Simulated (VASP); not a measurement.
Input of a VASP 6.6.1 run:

INCAR

```
SYSTEM = LaIn
PREC     = Accurate       ! precision mode
ENCUT    = 600            ! plane-wave cutoff, eV
EDIFF    = 1E-8           ! SCF threshold, eV
ISMEAR   = -1             ! smearing method
SIGMA    = 0.1            ! smearing width, eV
LREAL    = .False.        ! projectors in reciprocal space
LASPH    = .True.         ! aspherical terms in the spheres
NELM     = 100            ! most SCF steps
ALGO     = Normal         ! electronic algorithm
ISIF     = 3              ! what is computed and relaxed
LWAVE    = .False.        ! write WAVECAR
LCHARG   = .False.        ! write CHGCAR
GGA      = PS             ! functional
IBRION   = 6              ! ionic algorithm
NFREE    = 2            
POTIM    = 0.015          ! step
NSW      = 1              ! ionic steps
```

Contents of KPOINTS:

```
Automatic mesh
0
Gamma
  12 12 12
  0 0 0
```

The input POSCAR:

```
LaIn
1.0
    3.6558018443      0.0000000000      0.0000000000
    0.0000000000      3.6558018443      0.0000000000
    0.0000000000      0.0000000000      3.6558018443
La In
1 1
Direct
    0.5000000000      0.5000000000      0.5000000000
    0.0000000000      0.0000000000      0.0000000000
```

Potentials or basis: VASP PAW PBE potentials, release 64 (La, In_d).

Command:

```bash
$ cat potpaw_PBE.64/La/POTCAR potpaw_PBE.64/In_d/POTCAR > POTCAR
$ mpirun -np 1 vasp_std > vasp.out
```

(1) Estimate the elastic constants C11, C12, C44.

(2) What does it give for the Voigt bulk modulus?

(3) What does it give for the highest phonon frequency at Γ?

Results:

(1) 99, 91, 65 GPa.

(2) 94 GPa.

(3) 149 cm⁻¹.

Caveat: the cell is under stress, which shifts elastic constants; the PAW data sets were made with another functional, which shifts forces and pressure a little.
